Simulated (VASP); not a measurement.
# Ir (Fm-3m) in VASP: a series of runs

Ir is run at these levels: r2SCAN; tasks: single point.

Program: VASP 6.6.1. These are calculated values, not measurements. Logs are shortened: lines on timing, memory, paths and dates and some standing lists are left out, and cuts for length are marked.

## 1. The cell of the first run

The structure is cubic, space group Fm-3m (No. 225). Conventional cell: a = 3.846 Å, b = 3.846 Å, c = 3.846 Å, α = 90.00°, β = 90.00°, γ = 90.00°. Ir (site symmetry m-3m) has 12 Ir at 2.72 Å within 3.6 Å.

## 2. Single point, r2SCAN

File POSCAR:

```
Ir
1.0
    0.0000000000      1.9228496764      1.9228496764
    1.9228496764      0.0000000000      1.9228496764
    1.9228496764      1.9228496764      0.0000000000
Ir
1
Direct
    0.0000000000      0.0000000000      0.0000000000
```

File INCAR.step1:

```
ALGO = Normal ; EDIFF = 1E-5
ENCUT = 550 ; GGA = PE
GGA_COMPAT = F ; ISMEAR = -1
LASPH = T ; LCHARG = F
LREAL = F ; LWAVE = T
NBANDS = 14 ; NELM = 120
PREC = Accurate ; SIGMA = 0.03
```

File INCAR.step2:

```
ALGO = Normal ; EDIFF = 1E-6
ENCUT = 550 ; GGA_COMPAT = F
ISIF = 2 ; ISMEAR = -1
ISTART = 1 ; LASPH = T
LCHARG = F ; LMIXTAU = T
LREAL = F ; LWAVE = F
METAGGA = R2SCAN ; NBANDS = 14
NELM = 120 ; PREC = Accurate
SIGMA = 0.03
```

File KPOINTS:

```
k-points
0
Gamma
  14 14 14
```

Potentials or basis: VASP PAW PBE potentials, release 64 (Ir_sv_GW).

On the command line:

```console
> cat potpaw_PBE.64/Ir_sv_GW/POTCAR > POTCAR
> cp INCAR.step1 INCAR
> mpirun -np 1 vasp_std > vasp.out
> cp INCAR.step2 INCAR
> mpirun -np 1 vasp_std > vasp.out
```

OUTCAR:

```text
EDIFF = 1E-6
   ENCUT = 550
   ISIF = 2
   ISMEAR = -1
   ISTART = 1
   LASPH = T
   LREAL = F
   METAGGA = R2SCAN
   NELM = 120
   PREC = Accurate

 ion  position               nearest neighbor table
   1  0.000  0.000  0.000-

  LATTYP: Found a face centered cubic cell.
 ALAT       =     3.8456993528

  Lattice vectors:

 A1 = (   0.0000000000,   1.9228496764,   1.9228496764)
 A2 = (   1.9228496764,   0.0000000000,   1.9228496764)
 A3 = (   1.9228496764,   1.9228496764,   0.0000000000)

Analysis of symmetry for initial positions (statically):
=====================================================================
 Subroutine PRICEL returns:
 Original cell was already a primitive cell.

 Routine SETGRP: Setting up the symmetry group for a
 face centered cubic supercell.

 Subroutine GETGRP returns: Found 48 space group operations
 (whereof 48 operations were pure point group operations)
 out of a pool of 48 trial point group operations.

The static configuration has the point symmetry O_h .

Analysis of symmetry for dynamics (positions and initial velocities):
=====================================================================
 Subroutine PRICEL returns:
 Original cell was already a primitive cell.

 Routine SETGRP: Setting up the symmetry group for a
 face centered cubic supercell.

 Subroutine GETGRP returns: Found 48 space group operations
 (whereof 48 operations were pure point group operations)
 out of a pool of 48 trial point group operations.

The dynamic configuration has the point symmetry O_h .

 Subroutine INISYM returns: Found 48 space group operations
 (whereof 48 operations are pure point group operations),
 and found     1 'primitive' translations

----------------------------------------------------------------------------------------

                                     Primitive cell

  volume of cell :      14.2189

  direct lattice vectors                    reciprocal lattice vectors
     0.000000000  1.922849676  1.922849676    -0.260030727  0.260030727  0.260030727
     1.922849676  0.000000000  1.922849676     0.260030727 -0.260030727  0.260030727
     1.922849676  1.922849676  0.000000000     0.260030727  0.260030727 -0.260030727

  length of vectors
     2.719320091  2.719320091  2.719320091     0.450386431  0.450386431  0.450386431

  position of ions in fractional coordinates (direct lattice)
     0.000000000  0.000000000  0.000000000

  ion indices of the primitive-cell ions
   primitive index   ion index
                 1           1

----------------------------------------------------------------------------------------

 KPOINTS: k-points

Automatic generation of k-mesh.
 Grid dimensions read from file:
 generate k-points for:   14   14   14

 Generating k-lattice:

  Cartesian coordinates                     Fractional coordinates (reciprocal lattice)
    -0.018573623  0.018573623  0.018573623     0.071428571  0.000000000  0.000000000
     0.018573623 -0.018573623  0.018573623     0.000000000  0.071428571  0.000000000
     0.018573623  0.018573623 -0.018573623     0.000000000  0.000000000  0.071428571

  Length of vectors
     0.032170459  0.032170459  0.032170459

  Shift w.r.t. Gamma in fractional coordinates (k-lattice)
     0.000000000  0.000000000  0.000000000

 Subroutine IBZKPT returns following result:
 ===========================================

 Found    104 irreducible k-points:

 Following reciprocal coordinates:
            Coordinates               Weight
  0.000000  0.000000  0.000000      1.000000
  0.071429  0.000000  0.000000      8.000000
  0.142857  0.000000  0.000000      8.000000
  0.214286  0.000000  0.000000      8.000000
  0.285714  0.000000  0.000000      8.000000
  0.357143  0.000000  0.000000      8.000000
[... 16 lines left out ...]
  0.214286  0.142857  0.000000     24.000000
  0.285714  0.142857  0.000000     24.000000
 [... further k-points ...]
   k-points           NKPTS =    104   k-points in BZ     NKDIM =    104   number of bands    NBANDS=     14
   number of dos      NEDOS =    301   number of ions     NIONS =      1
   total plane-waves  NPLWV =  13824
   dimension x,y,z NGX =    24 NGY =   24 NGZ =   24
   dimension x,y,z NGXF=    48 NGYF=   48 NGZF=   48
   ions per type =               1
   NGX,Y,Z   is equivalent  to a cutoff of  14.67, 14.67, 14.67 a.u.
   NGXF,Y,Z  is equivalent  to a cutoff of  29.34, 29.34, 29.34 a.u.
 SYSTEM =  unknown system
   PREC   = accura    normal or accurate (medium, high low for compatibility)
   ISTART =      1    job   : 0-new  1-cont  2-samecut
   ICHARG =      0    charge: 1-file 2-atom 10-const
   ISPIN  =      1    spin polarized calculation?
   LNONCOLLINEAR =      F non collinear calculations
   LSORBIT =      F    spin-orbit coupling
   LASPH  =      T    aspherical Exc in radial PAW
   ENCUT  =  550.0 eV  40.42 Ry    6.36 a.u.   5.20  5.20  5.20*2*pi/ulx,y,z
   NELM   =    120;   NELMIN=  2; NELMDL=  0     # of ELM steps
   EDIFF  = 0.1E-05   stopping-criterion for ELM
   LREAL  =      F    real-space projection
   EDIFFG = 0.1E-04   stopping-criterion for IOM
   NSW    =      0    number of steps for IOM
   IBRION =     -1    ionic relax: 0-MD 1-quasi-New 2-CG
   NFREE  =      0    steps in history (QN), initial steepest desc. (CG)
   ISIF   =      2    stress and relaxation
   ISYM   =      2    0-nonsym 1-usesym 2-fastsym
   POTIM  = 0.5000    time-step for ionic-motion
   TEBEG  =    0.0;   TEEND  =   0.0 temperature during run
   PSTRESS=    0.0 pullay stress
   NELECT =      17.0000    total number of electrons
   NUPDOWN=      -1.0000    fix difference up-down
   EMIN   =  10.00;   EMAX   =-10.00  energy-range for DOS
   EFERMI =   0.00;   METHOD = LEGACY
   ISMEAR =    -1;   SIGMA  =   0.03  broadening in eV -4-tet -1-fermi 0-gaus
   EFERMI_NEDOS =   21; number of points for ismear=-14 and -15
   IALGO  =     38    algorithm
   IMIX   =      4    mixing-type and parameters
     AMIX     =   0.40;   BMIX     =  1.00
     AMIX_MAG =   1.60;   BMIX_MAG =  1.00
  volume/ion in A,a.u.               =      14.22        95.95
  Fermi-wavevector in a.u.,A,eV,Ry     =   1.737544  3.283482 41.076793  3.019059
  Thomas-Fermi vector in A             =   2.810747
   LORBIT       =      0    0 simple, 1 ext, 2 COOP (PROOUT), +10 PAW based schemes
   METAGGA = R2SCAN    functional components
   LHFCALC =     F    Hartree Fock is set to
   AEXX    =    0.0000 exact exchange contribution
   IVDW    =     0    specifies the selected vdW correction
   LEPSILON=     F    determine dielectric tensor
   LRPA    =     F    only Hartree local field effects (RPA)
 non-spin polarized calculation
  energy-cutoff  :      550.00
  volume of cell :       14.22
 maximum number of plane-waves:       444
 NGX is ok and might be reduce to    24
   NGX = 11   NGY = 11   NGZ = 11

 number of electron      17.0000000 magnetization

 Free energy of the ion-electron system (eV)
  ---------------------------------------------------
  ext. energy  EPLUGINS =         0.00000000
  ---------------------------------------------------
  free energy    TOTEN  =       -52.89448984 eV

  energy without entropy =      -52.89008519  energy(sigma->0) =      -52.89228752

 E-fermi :  12.4561     XC(G=0): -15.8616

 val. band max:       12.4515300129   @ k =   0.4286   0.2857   0.0714
 cond. band min:      12.4881375081   @ k =   0.5000   0.4286   0.0000
 fundamental gap:      0.0366074952
 Fermi energy:        12.4561221155

 k-point     1 :       0.0000    0.0000    0.0000
  band No.  band energies     occupation
      1     -82.4637      2.00000
      2     -38.2747      2.00000
      3     -38.2747      2.00000
      4     -38.2747      2.00000
      5       1.1210      2.00000
      6       8.5989      2.00000
      7       8.5989      2.00000
      8       8.5989      2.00000
      9      11.2837      2.00000
     10      11.2837      2.00000
     11      26.8444      0.00000
     12      32.6169      0.00000
     13      32.6169      0.00000
     14      32.6169      0.00000

 k-point     2 :       0.0714    0.0000    0.0000
  band No.  band energies     occupation
      1     -82.4601      2.00000
      2     -38.3174      2.00000
      3     -38.2805      2.00000
      4     -38.2805      2.00000
      5       1.3574      2.00000
      6       8.4730      2.00000
      7       8.6987      2.00000
      8       8.6987      2.00000
      9      11.2199      2.00000
     10      11.2199      2.00000
     11      27.2506      0.00000
     12      31.6328      0.00000
     13      33.0095      0.00000
     14      33.0095      0.00000

 k-point     3 :       0.1429    0.0000    0.0000
  band No.  band energies     occupation
      1     -82.4503      2.00000
      2     -38.4365      2.00000
      3     -38.2969      2.00000
      4     -38.2969      2.00000
      5       2.0227      2.00000
      6       8.1868      2.00000
      7       8.9285      2.00000
      8       8.9285      2.00000
      9      11.1225      2.00000
     10      11.1225      2.00000
     11      28.2814      0.00000
     12      29.8068      0.00000
     13      34.1360      0.00000
     14      34.1360      0.00000
[... 324 lines left out ...]
 k-point    23 :       0.2143    0.1429    0.0000
  band No.  band energies     occupation
      1     -82.4348      2.00000
      2     -38.5416      2.00000
      3     -38.3626      2.00000
      4     -38.3556      2.00000
      5       3.0661      2.00000
      6       7.3775      2.00000
      7       9.3971      2.00000
      8       9.6162      2.00000
      9      10.2641      2.00000
     10      11.8437      2.00000
     11      29.9502      0.00000
     12      30.0627      0.00000
     13      33.1029      0.00000
     14      33.6970      0.00000

 k-point    24 :       0.2857    0.1429    0.0000
  band No.  band energies     occupation
      1     -82.4210      2.00000
      2     -38.6934      2.00000
      3     -38.3920      2.00000
      4     -38.3825      2.00000
      5       3.9785      2.00000
      6       7.1923      2.00000
      7       8.9326      2.00000
      8       9.7282      2.00000
      9      11.1036      2.00000
     10      12.2736      1.99545
     11      28.0168      0.00000
     12      30.6591      0.00000
     13      33.1293      0.00000
     14      34.0024      0.00000

 [... further k-points ...]

------------------------ aborting loop because EDIFF is reached ----------------------------------------

  FORCE on cell =-STRESS in cart. coord.  units (eV):
  Direction    XX          YY          ZZ          XY          YZ          ZX
  --------------------------------------------------------------------------------------
  -------------------------------------------------------------------------------------
  Total       -0.2106101     -0.2106101     -0.2106101      0.0000000     -0.0000000      0.0000000
  in kB      -23.7314197    -23.7314197    -23.7314197      0.0000000     -0.0000000      0.0000000
  external PRESSURE =     -23.7314197 kB  Pullay stress =       0.0000000 kB

 VOLUME and BASIS-vectors are now :
 -----------------------------------------------------------------------------
  energy-cutoff  :      550.00
  volume of cell :       14.22
      direct lattice vectors                 reciprocal lattice vectors
     0.000000000  1.922849676  1.922849676    -0.260030727  0.260030727  0.260030727
     1.922849676  0.000000000  1.922849676     0.260030727 -0.260030727  0.260030727
     1.922849676  1.922849676  0.000000000     0.260030727  0.260030727 -0.260030727

 POSITION                                       TOTAL-FORCE (eV/Angst)
 -----------------------------------------------------------------------------------
      0.00000      0.00000      0.00000         0.000000      0.000000      0.000000
 -----------------------------------------------------------------------------------
    total drift:                                0.000000      0.000000     -0.000000

  FREE ENERGIE OF THE ION-ELECTRON SYSTEM (eV)
  ---------------------------------------------------
  free  energy   TOTEN  =       -52.8944898442 eV

  energy  without entropy=      -52.8900851884  energy(sigma->0) =      -52.89228752
```

Wall time 71 s (1 thread of Intel Xeon Platinum 8488C (Sapphire Rapids), shared host); peak memory 0.16 GiB.

Results:

```yaml
Free_energy: -52.8945 eV
Pressure: -2.4 GPa
```

Caveat: the PAW data sets were made with another functional, which shifts forces and pressure a little; spin-orbit coupling is left out, which moves the levels of the heavy elements.

## 3. Single point, r2SCAN

POSCAR is that of step 2.

File INCAR.step1:

```
SYSTEM = Ir
PREC = Accurate
ENCUT = 550
ISMEAR = -1
SIGMA = 0.1
LREAL = .FALSE.
LASPH = .TRUE.
NELM = 120
NBANDS = 14
GGA = PE
ALGO = Normal
EDIFF = 1E-5
LWAVE = .TRUE.
LCHARG = .FALSE.
GGA_COMPAT = .FALSE.
```

File INCAR.step2:

```
SYSTEM = Ir
PREC = Accurate
ENCUT = 550
EDIFF = 1E-6
ISMEAR = -1
SIGMA = 0.1
LREAL = .FALSE.
LASPH = .TRUE.
NELM = 120
ALGO = Normal
ISIF = 2
LWAVE = .FALSE.
LCHARG = .FALSE.
METAGGA = R2SCAN
LMIXTAU = .TRUE.
NBANDS = 14
ISTART = 1
GGA_COMPAT = .FALSE.
```

File KPOINTS:

```
regular mesh
0
G
  4 4 4
  0 0 0
```

Potentials or basis: VASP PAW PBE potentials, release 64 (Ir_sv_GW).

On the command line:

```console
> cat potpaw_PBE.64/Ir_sv_GW/POTCAR > POTCAR
> cp INCAR.step1 INCAR
> mpirun -np 1 vasp_std > vasp.out
> cp INCAR.step2 INCAR
> mpirun -np 1 vasp_std > vasp.out
```

Wall time 23 s (1 thread of Intel Xeon Platinum 8259CL at 2.50GHz (Skylake/Cascade Lake), shared host); peak memory 0.15 GiB.

Results (log left out):

```
Free energy : -53.4153 eV
Pressure    : -12.8 GPa
```

Levels at points of the mesh, in eV from the Fermi level:
```tsv
k point	band 5	band 6	band 7	band 8	band 9	band 10	band 11	band 12
(0.00, 0.00, 0.00)	-11.08	-3.63	-3.63	-3.63	-0.92	-0.92	14.72	20.43
(0.50, 0.00, 0.00)	-7.98	-3.77	-3.77	-0.32	1.28	1.28	8.00	14.42
(0.50, 0.50, 0.00)	-7.78	-7.20	1.20	1.90	1.90	2.15	11.41	12.40
```

Caveat: the k points lie up to 0.71 Å⁻¹ apart; the PAW data sets were made with another functional, which shifts forces and pressure a little; spin-orbit coupling is left out, which moves the levels of the heavy elements.

[end of part 1 of 2]
